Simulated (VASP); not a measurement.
# In (I4/mmm) in VASP: further runs

Runs on In. Level: LDA. Tasks: single point.

All numbers are computed with VASP 6.6.1; they aren't measurements. Logs are shortened: lines on timing, memory, paths and dates and some standing lists are left out, and cuts for length are marked.

### Step 1. The cell of the first run

It takes space group I4/mmm (No. 139, tetragonal). The conventional cell has a = 3.230 Å, b = 3.230 Å, c = 4.915 Å, α = 90.00°, β = 90.00°, γ = 90.00°. In (site symmetry 4/mmm) has 12 In at 3.23 to 3.36 Å within 4.2 Å.

### Step 2. Single point, LDA (25.64 Å³/atom)

INCAR reads:

```
PREC = Accurate
ENCUT = 520
EDIFF = 1E-6
ISMEAR = -1
SIGMA = 0.05
LREAL = False
LASPH = True
NELM = 60
ALGO = Normal
ISIF = 2
LWAVE = False
LCHARG = False
GGA = CA
NBANDS = 12
```

KPOINTS reads:

```
regular mesh
0
Gamma
  14 14 14
```

POSCAR reads:

```
In
1.0
   -1.6152359128      1.6152359128      2.4573458084
    1.6152359128     -1.6152359128      2.4573458084
    1.6152359128      1.6152359128     -2.4573458084
In
1
Direct
    0.0000000000      0.0000000000      0.0000000000
```

Potentials or basis: VASP PAW LDA potentials, release 64 (In_d).

Launch:

```
cat potpaw_LDA.64/In_d/POTCAR > POTCAR
mpirun -np 1 vasp_std > vasp.out
```

OUTCAR:

```text
PREC = Accurate
   ENCUT = 520
   EDIFF = 1E-6
   ISMEAR = -1
   LREAL = False
   LASPH = True
   NELM = 60
   ISIF = 2
   GGA = CA

 ion  position               nearest neighbor table
   1  0.000  0.000  0.000-

  LATTYP: Found a body centered tetragonal cell.
 ALAT       =     3.2304718256
 C/A-ratio  =     1.5213541186

  Lattice vectors:

 A1 = (  -1.6152359128,   1.6152359128,   2.4573458084)
 A2 = (   1.6152359128,  -1.6152359128,   2.4573458084)
 A3 = (   1.6152359128,   1.6152359128,  -2.4573458084)

Analysis of symmetry for initial positions (statically):
=====================================================================
 Subroutine PRICEL returns:
 Original cell was already a primitive cell.

 Routine SETGRP: Setting up the symmetry group for a
 body centered tetragonal supercell.

 Subroutine GETGRP returns: Found 16 space group operations
 (whereof 16 operations were pure point group operations)
 out of a pool of 16 trial point group operations.

The static configuration has the point symmetry D_4h.

Analysis of symmetry for dynamics (positions and initial velocities):
=====================================================================
 Subroutine PRICEL returns:
 Original cell was already a primitive cell.

 Routine SETGRP: Setting up the symmetry group for a
 body centered tetragonal supercell.

 Subroutine GETGRP returns: Found 16 space group operations
 (whereof 16 operations were pure point group operations)
 out of a pool of 16 trial point group operations.

The dynamic configuration has the point symmetry D_4h.

 Subroutine INISYM returns: Found 16 space group operations
 (whereof 16 operations are pure point group operations),
 and found     1 'primitive' translations

----------------------------------------------------------------------------------------

                                     Primitive cell

  volume of cell :      25.6447

  direct lattice vectors                    reciprocal lattice vectors
    -1.615235913  1.615235913  2.457345808     0.000000000  0.309552305  0.203471566
     1.615235913 -1.615235913  2.457345808     0.309552305  0.000000000  0.203471566
     1.615235913  1.615235913 -2.457345808     0.309552305  0.309552305  0.000000000

  length of vectors
     3.355074147  3.355074147  3.355074147     0.370436645  0.370436645  0.437773068

  position of ions in fractional coordinates (direct lattice)
     0.000000000  0.000000000  0.000000000

  ion indices of the primitive-cell ions
[... 75 lines left out ...]
   LREAL  =      F    real-space projection
   EDIFFG = 0.1E-04   stopping-criterion for IOM
   NSW    =      0    number of steps for IOM
   IBRION =     -1    ionic relax: 0-MD 1-quasi-New 2-CG
   NFREE  =      0    steps in history (QN), initial steepest desc. (CG)
   ISIF   =      2    stress and relaxation
   ISYM   =      2    0-nonsym 1-usesym 2-fastsym
   POTIM  = 0.5000    time-step for ionic-motion
   TEBEG  =    0.0;   TEEND  =   0.0 temperature during run
   PSTRESS=    0.0 pullay stress
   NELECT =      13.0000    total number of electrons
   NUPDOWN=      -1.0000    fix difference up-down
   EMIN   =  10.00;   EMAX   =-10.00  energy-range for DOS
   EFERMI =   0.00;   METHOD = LEGACY
   ISMEAR =    -1;   SIGMA  =   0.05  broadening in eV -4-tet -1-fermi 0-gaus
   EFERMI_NEDOS =   21; number of points for ismear=-14 and -15
   IALGO  =     38    algorithm
   IMIX   =      4    mixing-type and parameters
     AMIX     =   0.40;   BMIX     =  1.00
     AMIX_MAG =   1.60;   BMIX_MAG =  1.00
  volume/ion in A,a.u.               =      25.64       173.06
  Fermi-wavevector in a.u.,A,eV,Ry     =   1.305339  2.466732 23.183091  1.703909
  Thomas-Fermi vector in A             =   2.436214
   LORBIT       =      0    0 simple, 1 ext, 2 COOP (PROOUT), +10 PAW based schemes
   GGA     = CA    functional components
   LHFCALC =     F    Hartree Fock is set to
   AEXX    =    0.0000 exact exchange contribution
   IVDW    =     0    specifies the selected vdW correction
   LEPSILON=     F    determine dielectric tensor
   LRPA    =     F    only Hartree local field effects (RPA)
 non-spin polarized calculation
  energy-cutoff  :      520.00
  volume of cell :       25.64
 maximum number of plane-waves:       717
 NGX is ok and might be reduce to    28
   NGX = 13   NGY = 13   NGZ = 13

 number of electron      13.0000004 magnetization

 Free energy of the ion-electron system (eV)
  ---------------------------------------------------
  ext. energy  EPLUGINS =         0.00000000
  ---------------------------------------------------
  free energy    TOTEN  =        -3.21548225 eV

  energy without entropy =       -3.21208521  energy(sigma->0) =       -3.21378373

 E-fermi :   7.4797     XC(G=0): -10.6224

 val. band max:        7.4793742126   @ k =   0.2857   0.2143   0.0714
 cond. band min:       7.5216079895   @ k =  -0.2857   0.4286   0.0714
 fundamental gap:      0.0422337770
 Fermi energy:         7.4796980986

 k-point     1 :       0.0000    0.0000    0.0000
  band No.  band energies     occupation
      1      -7.2019      2.00000
      2      -7.0905      2.00000
      3      -7.0905      2.00000
      4      -7.0023      2.00000
      5      -6.8905      2.00000
      6      -2.2572      2.00000
      7      18.0483      0.00000
      8      18.0483      0.00000
      9      18.2159      0.00000
     10      19.1735      0.00000
     11      21.6359      0.00000
     12      21.7521      0.00000
[... 331 lines left out ...]
 k-point    24 :       0.2857    0.1429    0.0000
  band No.  band energies     occupation
      1      -7.1411      2.00000
      2      -7.1099      2.00000
      3      -7.0395      2.00000
      4      -6.9046      2.00000
      5      -6.8488      2.00000
      6       0.6278      2.00000
      7       8.5488      0.00000
      8      12.7668      0.00000
      9      15.6737      0.00000
     10      18.5258      0.00000
     11      20.4429      0.00000
     12      21.9739      0.00000

 [... further k-points ...]
[... 5 lines left out ...]
  --------------------------------------------------------------------------------------
  -------------------------------------------------------------------------------------
  Total       -0.3292359     -0.3292359     -0.2535333      0.0000000      0.0000000      0.0000000
  in kB      -20.5693014    -20.5693014    -15.8397175      0.0000000      0.0000000      0.0000000
  external PRESSURE =     -18.9927734 kB  Pullay stress =       0.0000000 kB

 VOLUME and BASIS-vectors are now :
 -----------------------------------------------------------------------------
  energy-cutoff  :      520.00
  volume of cell :       25.64
      direct lattice vectors                 reciprocal lattice vectors
    -1.615235913  1.615235913  2.457345808     0.000000000  0.309552305  0.203471566
     1.615235913 -1.615235913  2.457345808     0.309552305  0.000000000  0.203471566
     1.615235913  1.615235913 -2.457345808     0.309552305  0.309552305  0.000000000

 POSITION                                       TOTAL-FORCE (eV/Angst)
 -----------------------------------------------------------------------------------
      0.00000      0.00000      0.00000         0.000000      0.000000      0.000000
 -----------------------------------------------------------------------------------
    total drift:                               -0.000000     -0.000000     -0.000000

  FREE ENERGIE OF THE ION-ELECTRON SYSTEM (eV)
  ---------------------------------------------------
  free  energy   TOTEN  =        -3.2154822498 eV

  energy  without entropy=       -3.2120852125  energy(sigma->0) =       -3.21378373
```

OSZICAR:

```text
N       E                     dE             d eps       ncg     rms          rms(c)
DAV:   1     0.778061084358E+02    0.77806E+02   -0.62702E+03  5988   0.138E+03
DAV:   2     0.619183278434E+00   -0.77187E+02   -0.75054E+02  6132   0.291E+02
DAV:   3    -0.316082134016E+01   -0.37800E+01   -0.37678E+01  7052   0.649E+01
DAV:   4    -0.324737256412E+01   -0.86551E-01   -0.86526E-01  7256   0.984E+00
DAV:   5    -0.325134214393E+01   -0.39696E-02   -0.39694E-02  8192   0.190E+00    0.250E+00
DAV:   6    -0.322275937817E+01    0.28583E-01   -0.41555E-02  7404   0.417E+00    0.121E+00
DAV:   7    -0.321616501845E+01    0.65944E-02   -0.11858E-02  8492   0.199E+00    0.256E-01
DAV:   8    -0.321548441403E+01    0.68060E-03   -0.80399E-04  7260   0.528E-01    0.190E-02
DAV:   9    -0.321548208795E+01    0.23261E-05   -0.14224E-05  8696   0.512E-02    0.161E-02
DAV:  10    -0.321548224979E+01   -0.16184E-06   -0.53357E-07  4528   0.929E-03
   1 F= -.32154822E+01 E0= -.32137837E+01  d E =-.339704E-02
```

stdout:

```text
POSCAR found type information on POSCAR In
 POSCAR found :  1 types and       1 ions
 scaLAPACK will be used
 LDA part: xc-table for (Slater(with rela. corr.)+CA(PZ))
 , standard interpolation
 POSCAR, INCAR and KPOINTS ok, starting setup
 FFT: planning ... GRIDC
 FFT: planning ... GRID_SOFT
 FFT: planning ... GRID
 WAVECAR not read
 entering main loop
```

Wall time 58 s (1 thread of Intel Xeon 6975P-C (Granite Rapids), shared host); peak memory 0.19 GiB.

What came out:

| Item | Value |
| --- | --- |
| Free energy | -3.2155 eV |
| Pressure | -1.9 GPa |
| Band gap on the k mesh | zero (an odd number of electrons rules out a gap without spin polarisation) |

Stress tensor (GPa, compression positive):
```
-2.06  0.00  0.00
 0.00 -2.06  0.00
 0.00  0.00 -1.58
```

Caveat: spin-orbit coupling is left out, which moves the levels of the heavy elements.

### Step 3. Single point, LDA (26.43 Å³/atom)

This run uses another cell than the first one, of 26.43 Å³/atom.

INCAR reads:

```
SYSTEM = In
  PREC = Accurate
  ENCUT = 520
  EDIFF = 1E-7
  ISMEAR = -1
  SIGMA = 0.05
  LREAL = .False.
  LASPH = .True.
  NELM = 100
  ALGO = Normal
  ISIF = 2
  LWAVE = .False.
  LCHARG = .False.
  NBANDS = 12
```

KPOINTS reads:

```
Automatic mesh
0
Gamma
  14 14 14
  0 0 0
```

POSCAR reads:

```
In
1.0
   -1.6315525314      1.6315525314      2.4821691634
    1.6315525314     -1.6315525314      2.4821691634
    1.6315525314      1.6315525314     -2.4821691634
In
1
Direct
    0.0000000000      0.0000000000      0.0000000000
```

Potentials or basis: VASP PAW LDA potentials, release 64 (In_d).

Launch:

```
cat potpaw_LDA.64/In_d/POTCAR > POTCAR
mpirun -np 1 vasp_std > vasp.out
```

Wall time 71 s (1 thread of Intel Xeon 6975P-C (Granite Rapids), shared host); peak memory 0.19 GiB.

The run converged. Its results:

```yaml
Free_energy: -3.2037 eV
Pressure: -3.0 GPa
Band_gap_on_the_k_mesh: zero (an odd number of electrons rules out a gap without spin polarisation)
```

Stress tensor (GPa, compression positive):
```
-3.17  0.00  0.00
 0.00 -3.17  0.00
 0.00  0.00 -2.76
```

Levels at points of the mesh, in eV from the Fermi level:
| k point | band 3 | band 4 | band 5 | band 6 | band 7 | band 8 | band 9 | band 10 |
| --- | --- | --- | --- | --- | --- | --- | --- | --- |
| (0.00, 0.00, 0.00) | -14.53 | -14.45 | -14.35 | -9.52 | 10.30 | 10.30 | 10.45 | 11.64 |
| (0.50, 0.00, 0.00) | -14.52 | -14.26 | -14.23 | -4.39 | -3.33 | 7.36 | 8.93 | 11.15 |
| (0.50, 0.50, 0.00) | -14.26 | -14.25 | -14.16 | -1.95 | -1.79 | 3.43 | 3.86 | 7.01 |
| (0.50, 0.50, 0.50) | -14.25 | -14.22 | -14.22 | -3.03 | -2.65 | 4.62 | 4.62 | 8.17 |

Caveat: the cell stands under tension; spin-orbit coupling is left out, which moves the levels of the heavy elements.
